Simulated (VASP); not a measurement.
# CsCdCl3 (P4/mmm) in VASP: a series of runs

The runs below take CsCdCl3 through single point, with LDA.

Program: VASP 6.6.1. These are calculated values, not measurements. Logs are shortened: lines on timing, memory, paths and dates and some standing lists are left out, and cuts for length are marked.

## (1) The cell of the first run

The structure is tetragonal, space group P4/mmm (No. 123). The conventional cell has a = 5.140 Å, b = 5.140 Å, c = 5.010 Å, α = 90.00°, β = 90.00°, γ = 90.00°. Within 4.7 Å of Cs (site symmetry 4/mmm) lie 12 Cl at 3.59 to 3.63 Å and 8 Cd at 4.41 Å. Cd (site symmetry 4/mmm) has 6 Cl at 2.50 to 2.57 Å within 3.3 Å. Cl (site symmetry mmm) has 2 Cd at 2.57 Å within 3.4 Å. Cl (site symmetry 4/mmm) has 2 Cd at 2.50 Å within 3.3 Å.

## (2) Single point, LDA (uniaxial strain along c: -2.0 %, then relaxed in part)

INCAR

```
SYSTEM = CsCdCl3
PREC     = Accurate       ! precision mode
ENCUT    = 520            ! plane-wave cutoff, eV
EDIFF    = 1E-6           ! SCF threshold, eV
ISMEAR   = 0              ! smearing method
SIGMA    = 0.02           ! smearing width, eV
LREAL    = .FALSE.        ! projectors in reciprocal space
LASPH    = .TRUE.         ! aspherical terms in the spheres
NELM     = 80             ! most SCF steps
ALGO     = Normal         ! electronic algorithm
ISIF     = 2              ! what is computed and relaxed
LWAVE    = .FALSE.        ! write WAVECAR
LCHARG   = .TRUE.         ! write CHGCAR
LELF     = .TRUE.         ! ELF
LVHAR    = .TRUE.       
NBANDS   = 29             ! bands
```

KPOINTS

```
regular mesh
0
G
  6 6 6
  0 0 0
```

POSCAR

```
CsCdCl3
1.0
    5.1396160860      0.0000000000      0.0000000000
    0.0000000000      5.1396160860      0.0000000000
    0.0000000000      0.0000000000      5.0099291940
Cs Cd Cl
1 1 3
Direct
    0.0000000000      0.0000000000      0.0000000000
    0.5000000000      0.5000000000      0.5000000000
    0.0000000000      0.5000000000      0.5000000000
    0.5000000000      0.0000000000      0.5000000000
    0.5000000000      0.5000000000      0.0000000000
```

Potentials or basis: VASP PAW LDA potentials, release 64 (Cs_sv, Cd, Cl).

Command:

```sh
$ cat potpaw_LDA.64/Cs_sv/POTCAR potpaw_LDA.64/Cd/POTCAR potpaw_LDA.64/Cl/POTCAR > POTCAR
$ mpirun -np 1 vasp_std > vasp.out
```

OUTCAR:

```text
SYSTEM = CsCdCl3
   PREC = Accurate
   ENCUT = 520
   EDIFF = 1E-6
   ISMEAR = 0
   LREAL = .FALSE.
   LASPH = .TRUE.
   NELM = 80
   ISIF = 2

 ion  position               nearest neighbor table
   1  0.000  0.000  0.000-
   2  0.500  0.500  0.500-   5 2.50   5 2.50   3 2.57   4 2.57   4 2.57   3 2.57
   3  0.000  0.500  0.500-   2 2.57   2 2.57
   4  0.500  0.000  0.500-   2 2.57   2 2.57
   5  0.500  0.500  0.000-   2 2.50   2 2.50

  LATTYP: Found a simple tetragonal cell.
 ALAT       =     5.1396160860
 C/A-ratio  =     0.9747672025

  Lattice vectors:

 A1 = (   5.1396160860,   0.0000000000,   0.0000000000)
 A2 = (   0.0000000000,   5.1396160860,   0.0000000000)
 A3 = (   0.0000000000,   0.0000000000,   5.0099291940)

Analysis of symmetry for initial positions (statically):
=====================================================================
 Subroutine PRICEL returns:
 Original cell was already a primitive cell.

 Routine SETGRP: Setting up the symmetry group for a
 simple tetragonal supercell.

 Subroutine GETGRP returns: Found 16 space group operations
 (whereof 16 operations were pure point group operations)
 out of a pool of 16 trial point group operations.

The static configuration has the point symmetry D_4h.

Analysis of symmetry for dynamics (positions and initial velocities):
=====================================================================
 Subroutine PRICEL returns:
 Original cell was already a primitive cell.

 Routine SETGRP: Setting up the symmetry group for a
 simple tetragonal supercell.

 Subroutine GETGRP returns: Found 16 space group operations
 (whereof 16 operations were pure point group operations)
 out of a pool of 16 trial point group operations.

The dynamic configuration has the point symmetry D_4h.

 Subroutine INISYM returns: Found 16 space group operations
 (whereof 16 operations are pure point group operations),
 and found     1 'primitive' translations

----------------------------------------------------------------------------------------

                                     Primitive cell

  volume of cell :     132.3406

  direct lattice vectors                    reciprocal lattice vectors
     5.139616086  0.000000000  0.000000000     0.194567062  0.000000000  0.000000000
     0.000000000  5.139616086  0.000000000     0.000000000  0.194567062  0.000000000
     0.000000000  0.000000000  5.009929194     0.000000000  0.000000000  0.199603619

  length of vectors
     5.139616086  5.139616086  5.009929194     0.194567062  0.194567062  0.199603619

  position of ions in fractional coordinates (direct lattice)
     0.000000000  0.000000000  0.000000000
     0.500000000  0.500000000  0.500000000
     0.000000000  0.500000000  0.500000000
     0.500000000  0.000000000  0.500000000
     0.500000000  0.500000000  0.000000000

  ion indices of the primitive-cell ions
   primitive index   ion index
                 1           1
                 2           2
                 3           3
                 4           4
                 5           5

----------------------------------------------------------------------------------------

 KPOINTS: regular mesh

Automatic generation of k-mesh.
 Grid dimensions read from file:
 generate k-points for:    6    6    6

 Generating k-lattice:

  Cartesian coordinates                     Fractional coordinates (reciprocal lattice)
     0.032427844  0.000000000  0.000000000     0.166666667  0.000000000  0.000000000
     0.000000000  0.032427844  0.000000000     0.000000000  0.166666667  0.000000000
     0.000000000  0.000000000  0.033267270     0.000000000  0.000000000  0.166666667

  Length of vectors
     0.032427844  0.032427844  0.033267270

  Shift w.r.t. Gamma in fractional coordinates (k-lattice)
     0.000000000  0.000000000  0.000000000

 Subroutine IBZKPT returns following result:
 ===========================================

 Found     40 irreducible k-points:

 Following reciprocal coordinates:
            Coordinates               Weight
  0.000000  0.000000  0.000000      1.000000
  0.166667  0.000000  0.000000      4.000000
  0.333333  0.000000  0.000000      4.000000
  0.500000  0.000000  0.000000      2.000000
  0.166667  0.166667  0.000000      4.000000
  0.333333  0.166667  0.000000      8.000000
[... 16 lines left out ...]
  0.333333  0.000000  0.333333      8.000000
  0.500000  0.000000  0.333333      4.000000
 [... further k-points ...]
   k-points           NKPTS =     40   k-points in BZ     NKDIM =     40   number of bands    NBANDS=     29
   number of dos      NEDOS =    301   number of ions     NIONS =      5
   total plane-waves  NPLWV =  64000
   dimension x,y,z NGX =    40 NGY =   40 NGZ =   40
   dimension x,y,z NGXF=    80 NGYF=   80 NGZF=   80
   ions per type =               1   1   3
   NGX,Y,Z   is equivalent  to a cutoff of  12.94, 12.94, 13.27 a.u.
   NGXF,Y,Z  is equivalent  to a cutoff of  25.88, 25.88, 26.55 a.u.
 SYSTEM =  CsCdCl3
   PREC   = accura    normal or accurate (medium, high low for compatibility)
   ISTART =      0    job   : 0-new  1-cont  2-samecut
   ICHARG =      2    charge: 1-file 2-atom 10-const
   ISPIN  =      1    spin polarized calculation?
   LNONCOLLINEAR =      F non collinear calculations
   LSORBIT =      F    spin-orbit coupling
   LASPH  =      T    aspherical Exc in radial PAW
   ENCUT  =  520.0 eV  38.22 Ry    6.18 a.u.   9.56  9.56  9.32*2*pi/ulx,y,z
   NELM   =     80;   NELMIN=  2; NELMDL= -5     # of ELM steps
   EDIFF  = 0.1E-05   stopping-criterion for ELM
   LREAL  =      F    real-space projection
   EDIFFG = 0.1E-04   stopping-criterion for IOM
   NSW    =      0    number of steps for IOM
   IBRION =     -1    ionic relax: 0-MD 1-quasi-New 2-CG
   NFREE  =      0    steps in history (QN), initial steepest desc. (CG)
   ISIF   =      2    stress and relaxation
   ISYM   =      2    0-nonsym 1-usesym 2-fastsym
   POTIM  = 0.5000    time-step for ionic-motion
   TEBEG  =    0.0;   TEEND  =   0.0 temperature during run
   PSTRESS=    0.0 pullay stress
   NELECT =      42.0000    total number of electrons
   NUPDOWN=      -1.0000    fix difference up-down
   EMIN   =  10.00;   EMAX   =-10.00  energy-range for DOS
   EFERMI =   0.00;   METHOD = LEGACY
   ISMEAR =     0;   SIGMA  =   0.02  broadening in eV -4-tet -1-fermi 0-gaus
   EFERMI_NEDOS =   21; number of points for ismear=-14 and -15
   IALGO  =     38    algorithm
   IMIX   =      4    mixing-type and parameters
     AMIX     =   0.40;   BMIX     =  1.00
     AMIX_MAG =   1.60;   BMIX_MAG =  1.00
  volume/ion in A,a.u.               =      26.47       178.62
  Fermi-wavevector in a.u.,A,eV,Ry     =   1.116675  2.110211 16.965974  1.246964
  Thomas-Fermi vector in A             =   2.253291
   LORBIT       =      0    0 simple, 1 ext, 2 COOP (PROOUT), +10 PAW based schemes
   GGA     = CA    functional components
   LHFCALC =     F    Hartree Fock is set to
   AEXX    =    0.0000 exact exchange contribution
   IVDW    =     0    specifies the selected vdW correction
   LEPSILON=     F    determine dielectric tensor
   LRPA    =     F    only Hartree local field effects (RPA)
 non-spin polarized calculation
 Gauss-broadening in eV      SIGMA  =   0.02
  energy-cutoff  :      520.00
  volume of cell :      132.34
 maximum number of plane-waves:      3623
 NGX is ok and might be reduce to    40
   NGX = 19   NGY = 19   NGZ = 19

 number of electron      42.0000004 magnetization

 Free energy of the ion-electron system (eV)
  ---------------------------------------------------
  ext. energy  EPLUGINS =         0.00000000
  ---------------------------------------------------
  free energy    TOTEN  =       -16.82321333 eV

  energy without entropy =      -16.82321333  energy(sigma->0) =      -16.82321333

 E-fermi :   0.7060     XC(G=0):  -9.4134

 val. band max:        0.5541862692   @ k =   0.5000   0.5000   0.5000
 cond. band min:       2.1286290670   @ k =   0.0000   0.0000   0.0000
 fundamental gap:      1.5744427978
 Fermi energy:         0.7060081426

 k-point     1 :       0.0000    0.0000    0.0000
  band No.  band energies     occupation
      1     -18.5477      2.00000
      2     -13.4511      2.00000
      3     -12.8359      2.00000
      4     -12.7411      2.00000
      5      -6.2353      2.00000
      6      -6.2353      2.00000
[... 21 lines left out ...]
     28       7.5303      0.00000
     29      11.5460      0.00000

 k-point     2 :       0.1667    0.0000    0.0000
  band No.  band energies     occupation
      1     -18.5443      2.00000
      2     -13.4238      2.00000
      3     -12.8315      2.00000
      4     -12.7504      2.00000
      5      -6.2562      2.00000
      6      -6.2374      2.00000
[... 21 lines left out ...]
     28       7.8442      0.00000
     29      11.0166      0.00000

 k-point     3 :       0.3333    0.0000    0.0000
  band No.  band energies     occupation
      1     -18.5373      2.00000
      2     -13.3693      2.00000
      3     -12.8177      2.00000
      4     -12.7713      2.00000
      5      -6.5729      2.00000
      6      -6.2942      2.00000
[... 21 lines left out ...]
     28       8.6464      0.00000
     29       9.9484      0.00000

 k-point     4 :       0.5000    0.0000    0.0000
  band No.  band energies     occupation
      1     -18.5338      2.00000
      2     -13.3425      2.00000
      3     -12.7999      2.00000
      4     -12.7908      2.00000
      5      -6.7579      2.00000
      6      -6.3117      2.00000
[... 597 lines left out ...]
     28       8.8549      0.00000
     29       9.8695      0.00000

 k-point    23 :       0.3333    0.0000    0.3333
  band No.  band energies     occupation
      1     -18.5270      2.00000
      2     -13.1643      2.00000
      3     -12.8897      2.00000
      4     -12.7711      2.00000
      5      -6.7993      2.00000
      6      -6.3858      2.00000
[... 21 lines left out ...]
     28       8.8463      0.00000
     29       8.9923      0.00000

 k-point    24 :       0.5000    0.0000    0.3333
  band No.  band energies     occupation
      1     -18.5243      2.00000
      2     -13.1275      2.00000
      3     -12.8579      2.00000
      4     -12.8048      2.00000
      5      -6.8780      2.00000
      6      -6.4801      2.00000
[... 21 lines left out ...]
     28       8.9668      0.00000
     29       9.1792      0.00000

 [... further k-points ...]
[... 5 lines left out ...]
  --------------------------------------------------------------------------------------
  -------------------------------------------------------------------------------------
  Total        0.2376149      0.2376149      1.4831441      0.0000000     -0.0000000      0.0000000
  in kB        2.8766782      2.8766782     17.9556441      0.0000000     -0.0000000      0.0000000
  external PRESSURE =       7.9030002 kB  Pullay stress =       0.0000000 kB

 VOLUME and BASIS-vectors are now :
 -----------------------------------------------------------------------------
  energy-cutoff  :      520.00
  volume of cell :      132.34
      direct lattice vectors                 reciprocal lattice vectors
     5.139616086  0.000000000  0.000000000     0.194567062  0.000000000  0.000000000
     0.000000000  5.139616086  0.000000000     0.000000000  0.194567062  0.000000000
     0.000000000  0.000000000  5.009929194     0.000000000  0.000000000  0.199603619

 POSITION                                       TOTAL-FORCE (eV/Angst)
 -----------------------------------------------------------------------------------
      0.00000      0.00000      0.00000         0.000000      0.000000      0.000000
      2.56981      2.56981      2.50496         0.000000      0.000000      0.000000
      0.00000      2.56981      2.50496         0.000000      0.000000      0.000000
      2.56981      0.00000      2.50496         0.000000      0.000000      0.000000
      2.56981      2.56981      0.00000         0.000000      0.000000      0.000000
 -----------------------------------------------------------------------------------
    total drift:                                0.000000      0.000000     -0.000000

  FREE ENERGIE OF THE ION-ELECTRON SYSTEM (eV)
  ---------------------------------------------------
  free  energy   TOTEN  =       -16.8232133259 eV

  energy  without entropy=      -16.8232133259  energy(sigma->0) =      -16.82321333
```

Wall time 93 s (1 thread of Intel Xeon Platinum 8488C (Sapphire Rapids), shared host); peak memory 0.29 GiB.

Results:

```
Free energy            : -16.8232 eV
Pressure               : 0.8 GPa
Band gap on the k mesh : 1.57 eV, indirect (least direct gap 2.39 eV)
```

Caveat: the cell differs from its parent crystal (uniaxial strain along c: -2.0 %, then relaxed in part); spin-orbit coupling is left out, which moves the levels of the heavy elements.

## (3) Single point, LDA (uniaxial strain along c: -2.0 %)

INCAR

```
SYSTEM = CsCdCl3
PREC = Accurate
ENCUT = 520
EDIFF = 1E-7
ISMEAR = 0
SIGMA = 0.02
LREAL = .False.
LASPH = .True.
NELM = 60
ALGO = Normal
ISIF = 2
LWAVE = .False.
LCHARG = .True.
GGA = CA
LELF = .True.
LVHAR = .True.
NBANDS = 29
```

KPOINTS

```
regular mesh
0
Gamma
  6 6 6
  0 0 0
```

POSCAR: that of step 2 with these lines changed.

```diff
@@ -2,4 +2,4 @@
 1.0
-    5.1396160860      0.0000000000      0.0000000000
-    0.0000000000      5.1396160860      0.0000000000
+    5.1377335102      0.0000000000      0.0000000000
+    0.0000000000      5.1377335102      0.0000000000
     0.0000000000      0.0000000000      5.0099291940
```

Potentials or basis: VASP PAW LDA potentials, release 64 (Cs_sv, Cd, Cl).

Command:

```sh
$ cat potpaw_LDA.64/Cs_sv/POTCAR potpaw_LDA.64/Cd/POTCAR potpaw_LDA.64/Cl/POTCAR > POTCAR
$ mpirun -np 1 vasp_std > vasp.out
```

Run time: 100 s. Hardware: 1 thread of Intel Xeon Platinum 8488C (Sapphire Rapids), shared host; peak memory 0.29 GiB.

Results (log left out):

| Property | Result |
| --- | --- |
| Free energy | -16.8230 eV |
| Pressure | 0.8 GPa |
| Band gap on the k mesh | 1.58 eV, indirect (least direct gap 2.39 eV) |

Stress tensor (GPa, compression positive):
```
0.32 0.00 0.00
0.00 0.32 0.00
0.00 0.00 1.81
```

Levels at points of the mesh, in eV from the valence-band top:
```tsv
k point	band 19	band 20	band 21	band 22	band 23	band 24
(0.00, 0.00, 0.00)	-0.81	-0.81	-0.81	1.58	5.49	5.54
(0.50, 0.00, 0.00)	-1.15	-1.15	-1.14	4.38	6.83	6.99
(0.50, 0.50, 0.00)	-1.40	-0.56	-0.14	6.26	7.02	7.02
(0.00, 0.00, 0.50)	-1.24	-1.15	-1.15	4.68	6.92	7.20
(0.50, 0.00, 0.50)	-1.30	-0.53	-0.04	6.47	6.92	7.20
(0.50, 0.50, 0.50)	-0.50	-0.12	0.00	5.48	5.48	5.61
```

Caveat: the cell differs from its parent crystal (uniaxial strain along c: -2.0 %); spin-orbit coupling is left out, which moves the levels of the heavy elements. A k mesh can miss the band edges.

## (4) Single point, LDA

INCAR

```
PREC = Accurate
ENCUT = 520
EDIFF = 1E-7
ISMEAR = 0
SIGMA = 0.02
LREAL = F
LASPH = T
NELM = 60
ALGO = Normal
ISIF = 2
LWAVE = F
LCHARG = T
GGA = CA
LELF = T
LVHAR = T
NBANDS = 29
```

KPOINTS

```
Automatic mesh
0
Gamma
  6 6 6
```

POSCAR: that of step 3 with these lines changed.

```diff
@@ -2,4 +2,4 @@
 1.0
-    5.1377335102      0.0000000000      0.0000000000
-    0.0000000000      5.1377335102      0.0000000000
+    5.1396160860      0.0000000000      0.0000000000
+    0.0000000000      5.1396160860      0.0000000000
     0.0000000000      0.0000000000      5.0099291940
```

Command:

```sh
$ cat potpaw_LDA.64/Cs_sv/POTCAR potpaw_LDA.64/Cd/POTCAR potpaw_LDA.64/Cl/POTCAR > POTCAR
$ mpirun -np 1 vasp_std > vasp.out
```

It took 1.7 min on 1 thread of Intel Xeon Platinum 8488C (Sapphire Rapids), shared host; peak memory 0.29 GiB.

The run converged. Its results:

| Item | Value |
| --- | --- |
| Free energy | -16.8232 eV |
| Pressure | 0.8 GPa |
| Band gap on the k mesh | 1.57 eV, indirect (least direct gap 2.39 eV) |

Stress tensor (GPa, compression positive):
```
0.28 0.00 0.00
0.00 0.28 0.00
0.00 0.00 1.79
```

Levels at points of the mesh, in eV from the valence-band top:
```
           k point  band 17  band 18  band 19  band 20  band 21  band 22  band 23  band 24  band 25  band 26
(0.00, 0.00, 0.00)    -1.24    -1.19    -0.81    -0.81    -0.81     1.57     5.49     5.54     5.64     6.84
(0.50, 0.00, 0.00)    -1.49    -1.15    -1.15    -1.15    -1.14     4.38     6.83     6.99     7.55     7.90
(0.50, 0.50, 0.00)    -1.45    -1.40    -1.40    -0.56    -0.14     6.25     7.02     7.02     7.49     7.82
(0.00, 0.00, 0.50)    -1.48    -1.24    -1.24    -1.14    -1.14     4.68     6.92     7.21     7.48     8.02
(0.50, 0.00, 0.50)    -1.44    -1.30    -1.30    -0.52    -0.04     6.47     6.92     7.20     7.54     7.99
(0.50, 0.50, 0.50)    -0.53    -0.50    -0.50    -0.13     0.00     5.48     5.48     5.62     7.16     8.37
```

Caveat: spin-orbit coupling is left out, which moves the levels of the heavy elements. A k mesh can miss the band edges.

## (5) Single point, LDA (uniaxial strain along c: +2.0 %, then relaxed in part)

INCAR

```
SYSTEM = CsCdCl3
  PREC = Accurate
  ENCUT = 520
  EDIFF = 1E-6
  ISMEAR = 0
  SIGMA = 0.02
  LREAL = .FALSE.
  LASPH = .TRUE.
  NELM = 80
  ALGO = Normal
  ISIF = 2
  LWAVE = .FALSE.
  LCHARG = .FALSE.
  GGA = CA
  NBANDS = 29
```

KPOINTS

```
regular mesh
0
G
  6 6 6
  0 0 0
```

POSCAR: that of step 4 with these lines changed.

```diff
@@ -2,5 +2,5 @@
 1.0
-    5.1396160860      0.0000000000      0.0000000000
-    0.0000000000      5.1396160860      0.0000000000
-    0.0000000000      0.0000000000      5.0099291940
+    5.0888950666      0.0000000000      0.0000000000
+    0.0000000000      5.0888950666      0.0000000000
+    0.0000000000      0.0000000000      5.2144160999
 Cs Cd Cl
```

Command:

```sh
$ cat potpaw_LDA.64/Cs_sv/POTCAR potpaw_LDA.64/Cd/POTCAR potpaw_LDA.64/Cl/POTCAR > POTCAR
$ mpirun -np 1 vasp_std > vasp.out
```

Wall time 1.9 min (1 thread of Intel Xeon Platinum 8488C (Sapphire Rapids), shared host); peak memory 0.29 GiB.

It converged, with:

```
Free energy            : -16.8307 eV
Pressure               : -0.1 GPa
Band gap on the k mesh : 1.55 eV, indirect (least direct gap 2.30 eV)
```

Stress tensor (GPa, compression positive):
```
 0.31  0.00  0.00
 0.00  0.31  0.00
 0.00  0.00 -0.94
```

Levels at points of the mesh, in eV from the valence-band top:
| k point | band 19 | band 20 | band 21 | band 22 | band 23 | band 24 |
| --- | --- | --- | --- | --- | --- | --- |
| (0.00, 0.00, 0.00) | -0.75 | -0.75 | -0.75 | 1.55 | 5.50 | 5.63 |
| (0.50, 0.00, 0.00) | -1.13 | -1.06 | -1.06 | 4.49 | 6.89 | 7.17 |
| (0.50, 0.50, 0.00) | -1.18 | -0.45 | -0.01 | 6.40 | 7.07 | 7.07 |
| (0.00, 0.00, 0.50) | -1.07 | -1.05 | -1.05 | 4.21 | 6.82 | 6.96 |
| (0.50, 0.00, 0.50) | -1.31 | -0.48 | -0.10 | 6.21 | 6.89 | 7.15 |
| (0.50, 0.50, 0.50) | -0.43 | -0.12 | 0.00 | 5.46 | 5.60 | 5.60 |

Caveat: the cell differs from its parent crystal (uniaxial strain along c: +2.0 %, then relaxed in part); spin-orbit coupling is left out, which moves the levels of the heavy elements. A k mesh can miss the band edges.

## (6) The runs side by side

```tsv
cell	gap on the mesh (eV)	pressure (GPa)
a = 5.140, b = 5.140, c = 5.010 Å, 5 atoms	1.57	0.8
a = 5.138, b = 5.138, c = 5.010 Å, 5 atoms	1.58	0.8
a = 5.089, b = 5.089, c = 5.214 Å, 5 atoms	1.55	-0.1
```

Alike in all rows: task single point; level LDA; potentials or basis VASP PAW LDA potentials, release 64 (Cs_sv, Cd, Cl); no spin polarisation; k mesh 6 × 6 × 6; cutoff (eV) 520; smearing gaussian 0.02 eV.

Caveats: spin-orbit coupling is left out, which moves the levels of the heavy elements.

Absolute energies hang on the potentials; compare differences alone.
